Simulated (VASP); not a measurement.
A run of VASP 6.6.1 is set up as follows.

File INCAR:

```
ALGO = Normal ; EDIFF = 1E-6
ENCUT = 520 ; GGA = PE
ISIF = 2 ; ISMEAR = -1
LASPH = T ; LCHARG = T
LELF = T ; LREAL = F
LVHAR = T ; LWAVE = F
NBANDS = 41 ; NELM = 100
PREC = Accurate ; SIGMA = 0.02
```

KPOINTS

```
k-points
0
Gamma
  6 6 6
```

The input POSCAR:

```
In3BAs4
1.0
    2.0787398199      1.2001609946     13.7222857049
   -2.0787398199      1.2001609946     13.7222857049
    0.0000000000     -2.4003219892     13.7222857049
B In As
1 3 4
Direct
    1.0025185778      0.0025185778      0.0025185778
    0.2563130040      0.2563130040      0.2563130040
    0.5002645036      0.5002645036      0.5002645036
    0.7442959336      0.7442959336      0.7442959336
    0.3210908119      0.3210908119      0.3210908119
    0.5644305883      0.5644305883      0.5644305883
    0.8084825787      0.8084825787      0.8084825787
    0.0526040020      0.0526040020      0.0526040020
```

Potentials or basis: VASP PAW PBE potentials, release 64 (B, In_d, As).

Launch:

```bash
$ cat potpaw_PBE.64/B/POTCAR potpaw_PBE.64/In_d/POTCAR potpaw_PBE.64/As/POTCAR > POTCAR
$ mpirun -np 1 vasp_std > vasp.out
```

Problem. Predict the band gap on the k mesh.

Solution. Zero (bands 31 and 32 overlap by 0.18 eV).

Problem. Estimate the pressure.

Solution. 0.1 GPa.

Problem. Predict the largest force.

Solution. 0.040 eV/Å.

Forces on the atoms (eV/Å):
```
B    0.000  0.000 -0.040
In   0.000  0.000  0.004
In   0.000  0.000 -0.001
In   0.000  0.000  0.000
As   0.000  0.000  0.000
As   0.000  0.000  0.001
As   0.000  0.000  0.001
As   0.000  0.000  0.036
```

Caveat: semilocal functionals underestimate gaps, and a narrow one can read as zero; spin-orbit coupling is left out, which moves the levels of the heavy elements.
